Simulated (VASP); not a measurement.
A run of VASP 6.6.1 is set up as follows.

File INCAR:

```
SYSTEM = Tc
PREC = Accurate
ENCUT = 600
EDIFF = 1E-7
ISMEAR = 0
SIGMA = 0.05
LREAL = .FALSE.
LASPH = .TRUE.
NELM = 80
ALGO = Fast
ISIF = 4
LWAVE = .FALSE.
LCHARG = .FALSE.
GGA = PS
IBRION = 2
NSW = 60
EDIFFG = -0.01
```

Contents of KPOINTS:

```
regular mesh
0
G
  18 18 10
  0 0 0
```

The input POSCAR:

```
Tc
1.0
    2.7422566654      0.0000000000      0.0000000000
   -1.3711283327      2.3748639359      0.0000000000
    0.0000000000      0.0000000000      4.3845941916
Tc
2
Direct
    0.3333333333      0.6666666667      0.2500000000
    0.6666666667      0.3333333333      0.7500000000
```

Potentials or basis: VASP PAW PBE potentials, release 64 (Tc_pv).

The run is started by

```sh
$ cat potpaw_PBE.64/Tc_pv/POTCAR > POTCAR
$ mpirun -np 1 vasp_std > vasp.out
```

Q: Estimate the band gap on the k mesh.

A: Zero (bands 13 and 14 overlap by 3.43 eV).

Final structure:
```
CELL_PARAMETERS angstrom
2.74226 0.00000 0.00000
-1.37113 2.37486 0.00000
0.00000 0.00000 4.38459
ATOMIC_POSITIONS crystal
Tc 0.33333 0.66667 0.25000
Tc 0.66667 0.33333 0.75000
```

Caveat: the relaxation stopped at its first step, so nothing moved.
